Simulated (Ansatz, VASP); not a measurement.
**Two plane-wave programs on Ga2SnO4**

```
Ga Sn O
1.0
    -2.22166    2.22166    5.63090
     2.22166   -2.22166    5.63090
     2.22166    2.22166   -5.63090
Ga Sn O
2 1 4
Direct
  0.25000 0.75000 0.50000
  0.75000 0.25000 0.50000
  0.50000 0.50000 0.00000
  0.58815 0.09808 0.00000
  0.41185 0.41185 0.50993
  0.90192 0.90192 0.49007
  0.09808 0.58815 0.00000
```

Change from the starting cell: species swapped into the Cu2SnSe4 type (I-42m, No. 121).

Alike in both runs: functional PBE; k mesh 4 × 4 × 4; occupations gaussian, width 0.15 eV; no spin polarisation.

Ansatz relaxed the structure, and its values are those at the end. VASP's run is a single point on that final structure, the one shown.

|  | VASP | Ansatz |
| --- | --- | --- |
| version | VASP 6.6.1 | Ansatz 0.2.0 |
| potentials or method | VASP PAW PBE potentials, release 64 (Ga_d, Sn_d, O), cutoff 520 eV | scalar-relativistic, plane waves, PAW |
| valence electrons in the cell | 64 | 64 |

VASP gave:

```
gap on the k mesh at the Fermi level (eV) : 1.43
least direct gap on the mesh (eV)         : 1.43
pressure (GPa)                            : 0.4
rms of the force components (eV/Å)        : 0.019
```

Problem. Which values does Ansatz return?

Solution. gap on the k mesh at the Fermi level (eV): 1.45; least direct gap on the mesh (eV): 1.45; pressure (GPa): 0.1; rms of the force components (eV/Å): 0.002.

The k mesh is coarse, so the values compare programs but aren't converged.
